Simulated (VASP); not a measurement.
# Se in VASP: a series of runs, part 2 of 2

VASP 6.6.1. Earlier steps stand in the parts before.

**3. Electric field gradients, PBE (equal xx and yy strain of -3 %)**

File INCAR:

```
PREC = Accurate ; ENCUT = 520
EDIFF = 1E-8 ; ISMEAR = -1
SIGMA = 0.01 ; LREAL = False
LASPH = True ; NELM = 80
ALGO = Normal ; ISIF = 2
LWAVE = False ; LCHARG = False
GGA = PE ; LEFG = True
NBANDS = 27
```

File KPOINTS:

```
regular mesh
0
Gamma
  6 6 6
```

File POSCAR:

```
Se
1.0
    5.5105698660      3.1815289955      1.4763300000
   -5.5105698660      3.1815289955      1.4763300000
    0.0000000000     -6.3630579911      1.4763300000
Se
6
Direct
    0.2806600000      0.1625100000      0.9181800000
    0.9181800000      0.2806600000      0.1625100000
    0.1625100000      0.9181800000      0.2806600000
    0.7193400000      0.8374900000      0.0818200000
    0.0818200000      0.7193400000      0.8374900000
    0.8374900000      0.0818200000      0.7193400000
```

Potentials or basis: VASP PAW PBE potentials, release 64 (Se).

Started as:

```sh
$ cat potpaw_PBE.64/Se/POTCAR > POTCAR
$ mpirun -np 1 vasp_std > vasp.out
```

OUTCAR:

```text
PREC = Accurate
   ENCUT = 520
   EDIFF = 1E-8
   ISMEAR = -1
   LREAL = False
   LASPH = True
   NELM = 80
   ISIF = 2
   GGA = PE

 ion  position               nearest neighbor table
   1  0.281  0.163  0.918-   5 2.30   6 2.30
   2  0.918  0.281  0.163-   4 2.30   6 2.30
   3  0.163  0.918  0.281-   4 2.30   5 2.30
   4  0.719  0.837  0.082-   2 2.30   3 2.30
   5  0.082  0.719  0.837-   1 2.30   3 2.30
   6  0.837  0.082  0.719-   1 2.30   2 2.30

  LATTYP: Found a trigonal (rhomboedric) cell.
 ALAT       =     6.5320790922
 COS(alpha) =    -0.4233776832

  Lattice vectors:

 A1 = (   5.5105698660,   3.1815289955,   1.4763300000)
 A2 = (  -5.5105698660,   3.1815289955,   1.4763300000)
 A3 = (   0.0000000000,  -6.3630579911,   1.4763300000)

Analysis of symmetry for initial positions (statically):
=====================================================================
 Subroutine PRICEL returns:
 Original cell was already a primitive cell.

 Routine SETGRP: Setting up the symmetry group for a
 trigonal (rhombohedral) supercell.

 Subroutine GETGRP returns: Found  6 space group operations
 (whereof  6 operations were pure point group operations)
 out of a pool of 12 trial point group operations.

The static configuration has the point symmetry S_6 .

Analysis of symmetry for dynamics (positions and initial velocities):
=====================================================================
 Subroutine PRICEL returns:
 Original cell was already a primitive cell.

 Routine SETGRP: Setting up the symmetry group for a
 trigonal (rhombohedral) supercell.

 Subroutine GETGRP returns: Found  6 space group operations
 (whereof  6 operations were pure point group operations)
 out of a pool of 12 trial point group operations.

The dynamic configuration has the point symmetry S_6 .

 Subroutine INISYM returns: Found  6 space group operations
 (whereof  6 operations are pure point group operations),
 and found     1 'primitive' translations

----------------------------------------------------------------------------------------

                                     Primitive cell

  volume of cell :     155.2984

  direct lattice vectors                    reciprocal lattice vectors
     5.510569866  3.181528995  1.476330000     0.090734717  0.052385714  0.225785111
    -5.510569866  3.181528995  1.476330000    -0.090734717  0.052385714  0.225785111
     0.000000000 -6.363057991  1.476330000     0.000000000 -0.104771427  0.225785111

  length of vectors
     6.532079092  6.532079092  6.532079092     0.248909559  0.248909559  0.248909559

  position of ions in fractional coordinates (direct lattice)
     0.280660000  0.162510000  0.918180000
     0.918180000  0.280660000  0.162510000
     0.162510000  0.918180000  0.280660000
     0.719340000  0.837490000  0.081820000
     0.081820000  0.719340000  0.837490000
     0.837490000  0.081820000  0.719340000

  ion indices of the primitive-cell ions
   primitive index   ion index
[... 95 lines left out ...]
   IALGO  =     38    algorithm
   IMIX   =      4    mixing-type and parameters
     AMIX     =   0.40;   BMIX     =  1.00
     AMIX_MAG =   1.60;   BMIX_MAG =  1.00
  volume/ion in A,a.u.               =      25.88       174.67
  Fermi-wavevector in a.u.,A,eV,Ry     =   1.005665  1.900431 13.760414  1.011362
  Thomas-Fermi vector in A             =   2.138359
   LORBIT       =      0    0 simple, 1 ext, 2 COOP (PROOUT), +10 PAW based schemes
   GGA     = PE    functional components
   LHFCALC =     F    Hartree Fock is set to
   AEXX    =    0.0000 exact exchange contribution
   IVDW    =     0    specifies the selected vdW correction
   LEPSILON=     F    determine dielectric tensor
   LRPA    =     F    only Hartree local field effects (RPA)
 non-spin polarized calculation
  energy-cutoff  :      520.00
  volume of cell :      155.30
 maximum number of plane-waves:      4217
 NGX is ok and might be reduce to    50
   NGX = 25   NGY = 25   NGZ = 25

 number of electron      35.9999999 magnetization

 Free energy of the ion-electron system (eV)
  ---------------------------------------------------
  ext. energy  EPLUGINS =         0.00000000
  ---------------------------------------------------
  free energy    TOTEN  =       -20.34192552 eV

  energy without entropy =      -20.34192552  energy(sigma->0) =      -20.34192552

 E-fermi :   3.0409     XC(G=0):  -9.0467

 val. band max:        2.8232655462   @ k =   0.5000   0.5000   0.5000
 cond. band min:       4.3462999768   @ k =  -0.1667   0.1667   0.1667
 fundamental gap:      1.5230344305
 Fermi energy:         3.0408630753

 k-point     1 :       0.0000    0.0000    0.0000
  band No.  band energies     occupation
      1     -13.4032      2.00000
      2     -11.4732      2.00000
      3     -11.4732      2.00000
      4      -9.0184      2.00000
      5      -9.0184      2.00000
      6      -7.1610      2.00000
[... 709 lines left out ...]
     26       8.9613      0.00000
     27       9.5029      0.00000

 [... further k-points ...]
[... 5 lines left out ...]
  --------------------------------------------------------------------------------------
  -------------------------------------------------------------------------------------
  Total        8.7343016      8.7343016      5.1522151      0.0000006     -0.0000000     -0.0000000
  in kB       90.1097269     90.1097269     53.1541862      0.0000058     -0.0000000     -0.0000000
  external PRESSURE =      77.7912134 kB  Pullay stress =       0.0000000 kB

 VOLUME and BASIS-vectors are now :
 -----------------------------------------------------------------------------
  energy-cutoff  :      520.00
  volume of cell :      155.30
      direct lattice vectors                 reciprocal lattice vectors
     5.510569866  3.181528995  1.476330000     0.090734717  0.052385714  0.225785111
    -5.510569866  3.181528995  1.476330000    -0.090734717  0.052385714  0.225785111
     0.000000000 -6.363057991  1.476330000     0.000000000 -0.104771427  0.225785111

 POSITION                                       TOTAL-FORCE (eV/Angst)
 -----------------------------------------------------------------------------------
      0.65107     -4.43247      2.00980         0.361558      1.041994      0.945411
      3.51310      2.78008      2.00980        -1.083172     -0.207879      0.945411
     -4.16417      1.65239      2.00980         0.721614     -0.834115      0.945411
     -0.65107      4.43247      2.41919        -0.361558     -1.041994     -0.945411
     -3.51310     -2.78008      2.41919         1.083172      0.207879     -0.945411
      4.16417     -1.65239      2.41919        -0.721614      0.834115     -0.945411
 -----------------------------------------------------------------------------------
    total drift:                                0.000000     -0.000000     -0.000000

  FREE ENERGIE OF THE ION-ELECTRON SYSTEM (eV)
  ---------------------------------------------------
  free  energy   TOTEN  =       -20.3419255195 eV

  energy  without entropy=      -20.3419255195  energy(sigma->0) =      -20.34192552

 Electric field gradients (V/A^2)
---------------------------------------------------------------------
 ion       V_xx      V_yy      V_zz      V_xy      V_xz      V_yz
---------------------------------------------------------------------
   1     305.542  -120.174  -185.368  -135.231   140.187   334.728
   2    -130.858   316.226  -185.368  -116.725  -359.977   -45.958
   3     103.368    82.000  -185.368   251.956   219.790  -288.770
   4     305.542  -120.174  -185.368  -135.231   140.187   334.728
   5    -130.858   316.226  -185.368  -116.725  -359.977   -45.958
   6     103.368    82.000  -185.368   251.956   219.790  -288.770
---------------------------------------------------------------------

 Electric field gradients after diagonalization (V/A^2)
 (convention: |V_zz| > |V_xx| > |V_yy|)
----------------------------------------------------------------------
 ion       V_xx      V_yy      V_zz     asymmetry (V_yy - V_xx)/ V_zz
----------------------------------------------------------------------
   1     350.880   183.343  -534.223       0.314
   2     350.880   183.343  -534.223       0.314
   3     350.880   183.343  -534.223       0.314
   4     350.880   183.343  -534.223       0.314
   5     350.880   183.343  -534.223       0.314
   6     350.880   183.343  -534.223       0.314
----------------------------------------------------------------------

           NMR quadrupolar parameters

 Cq : quadrupolar parameter    Cq=e*Q*V_zz/h
 eta: asymmetry parameters     (V_yy - V_xx)/ V_zz
 Q  : nuclear electric quadrupole moment in mb (millibarn)
----------------------------------------------------------------------
 ion       Cq(MHz)       eta       Q (mb)
----------------------------------------------------------------------
   1      -1.292       0.314       1.000
   2      -1.292       0.314       1.000
   3      -1.292       0.314       1.000
   4      -1.292       0.314       1.000
   5      -1.292       0.314       1.000
   6      -1.292       0.314       1.000
----------------------------------------------------------------------
```

OSZICAR:

```text
N       E                     dE             d eps       ncg     rms          rms(c)
DAV:   1     0.199221240896E+03    0.19922E+03   -0.14783E+04  2160   0.113E+03
DAV:   2    -0.435889847890E+01   -0.20358E+03   -0.19692E+03  2789   0.192E+02
DAV:   3    -0.203758375383E+02   -0.16017E+02   -0.15885E+02  2855   0.584E+01
DAV:   4    -0.205555869741E+02   -0.17975E+00   -0.17942E+00  2543   0.706E+00
DAV:   5    -0.205571864821E+02   -0.15995E-02   -0.15992E-02  2635   0.688E-01    0.110E+01
DAV:   6    -0.204034779647E+02    0.15371E+00   -0.86387E-02  2447   0.143E+00    0.679E+00
DAV:   7    -0.203426035833E+02    0.60874E-01   -0.18601E-01  2367   0.209E+00    0.304E-01
DAV:   8    -0.203417056327E+02    0.89795E-03   -0.15494E-02  2343   0.617E-01    0.124E-01
DAV:   9    -0.203418627373E+02   -0.15710E-03   -0.48177E-04  2825   0.108E-01    0.433E-02
DAV:  10    -0.203419176908E+02   -0.54954E-04   -0.54020E-05  2373   0.393E-02    0.126E-02
DAV:  11    -0.203419247482E+02   -0.70574E-05   -0.10080E-05  2617   0.162E-02    0.556E-03
DAV:  12    -0.203419254926E+02   -0.74436E-06   -0.12347E-06  2463   0.590E-03    0.164E-03
DAV:  13    -0.203419254879E+02    0.47141E-08   -0.25630E-07  2604   0.260E-03    0.615E-04
DAV:  14    -0.203419255273E+02   -0.39428E-07   -0.32226E-08  2463   0.883E-04    0.296E-04
DAV:  15    -0.203419255127E+02    0.14581E-07   -0.56090E-09  1444   0.377E-04    0.118E-04
DAV:  16    -0.203419255195E+02   -0.67862E-08   -0.59056E-10  1353   0.123E-04
   1 F= -.20341926E+02 E0= -.20341926E+02  d E =-.119123E-11
```

stdout:

```text
POSCAR found type information on POSCAR Se
 POSCAR found :  1 types and       6 ions
 scaLAPACK will be used
 LDA part: xc-table for (Slater+PW92), standard interpolation
 POSCAR, INCAR and KPOINTS ok, starting setup
 FFT: planning ... GRIDC
 FFT: planning ... GRID_SOFT
 FFT: planning ... GRID
 WAVECAR not read
 entering main loop
ion   1
     0.0000499     2.2452461    -5.9849750     2.9036595    -2.6952832    -3.9373069
     0.0000687     2.2452461    -5.9849749     2.9036595    -2.6952832    -3.9373068
     0.0000946     2.2452461    -5.9849749     2.9036594    -2.6952831    -3.9373068
     0.0001302     2.2452460    -5.9849747     2.9036594    -2.6952831    -3.9373067

     0.0000499   123.4531683  -306.0139939   146.7483124  -128.3197335  -194.6614759
     0.0000687   123.4501730  -306.0065578   146.7447391  -128.3165859  -194.6566892
     0.0000946   123.4453202  -305.9945062   146.7389467  -128.3114818  -194.6489277
     0.0001302   123.4374968  -305.9750717   146.7296043  -128.3032464  -194.6364054
[... 45 lines left out ...]
ion   6
     0.0000499    -4.5324308     5.3266712     2.9036595    -3.8354988     0.0242133
     0.0000687    -4.5324308     5.3266712     2.9036595    -3.8354987     0.0242133
     0.0000946    -4.5324307     5.3266711     2.9036594    -3.8354987     0.0242133
     0.0001302    -4.5324306     5.3266710     2.9036594    -3.8354986     0.0242133

     0.0000499  -230.3083674   264.1351459   146.7483124  -200.8560259    -9.5828419
     0.0000687  -230.3027244   264.1287019   146.7447391  -200.8511598    -9.5826414
     0.0000946  -230.2935763   264.1182559   146.7389467  -200.8432749    -9.5823194
     0.0001302  -230.2788199   264.1014066   146.7296043  -200.8305618    -9.5818054
```

Run time: 3.8 min. Hardware: 1 thread of Intel Xeon Platinum 8259CL at 2.50GHz (Skylake/Cascade Lake), shared host; peak memory 0.39 GiB.

What came out:

* Free energy: -20.3419 eV
* Pressure: 7.8 GPa
* Largest force: 1.453 eV/Å
* Band gap on the k mesh: 1.52 eV (least direct gap 1.70 eV)
* Largest electric field gradient by atom: Se -534.2 V/Å²

Forces on the atoms (eV/Å):
```
Se   0.362  1.042  0.945
Se  -1.083 -0.208  0.945
Se   0.722 -0.834  0.945
Se  -0.362 -1.042 -0.945
Se   1.083  0.208 -0.945
Se  -0.722  0.834 -0.945
```

Stress tensor (GPa, compression positive):
```
9.01 0.00 0.00
0.00 9.01 0.00
0.00 0.00 5.32
```

Levels at points of the mesh, in eV from the valence-band top:
```
           k point  band 16  band 17  band 18  band 19  band 20  band 21
(0.00, 0.00, 0.00)    -0.70    -0.66    -0.66     2.14     2.14     3.04
(0.50, 0.00, 0.00)    -0.75    -0.26    -0.25     2.03     2.18     3.00
(0.50, 0.50, 0.00)    -1.19    -0.93    -0.21     1.76     1.98     2.50
(0.50, 0.50, 0.50)    -1.23    -1.23     0.00     1.73     1.73     2.05
```

Electric field gradients, principal values (V/Å²):
```tsv
atom	least	middle	greatest (by size)
1 Se	183.343	350.880	-534.223
2 Se	183.343	350.880	-534.223
3 Se	183.343	350.880	-534.223
4 Se	183.343	350.880	-534.223
5 Se	183.343	350.880	-534.223
6 Se	183.343	350.880	-534.223
```

Caveat: the cell differs from its parent crystal (equal xx and yy strain of -3 %); the cell stands under pressure; this functional lacks dispersion, which holds the molecules together, so the pressure and a relaxed volume are unreliable; without QUAD_EFG the Cq values of the log hold for a quadrupole moment of 1 mb, not for the nuclei; forces of over 1 eV/Å act on the atoms, so gaps and moduli don't describe the material at rest. A k mesh can miss the band edges.
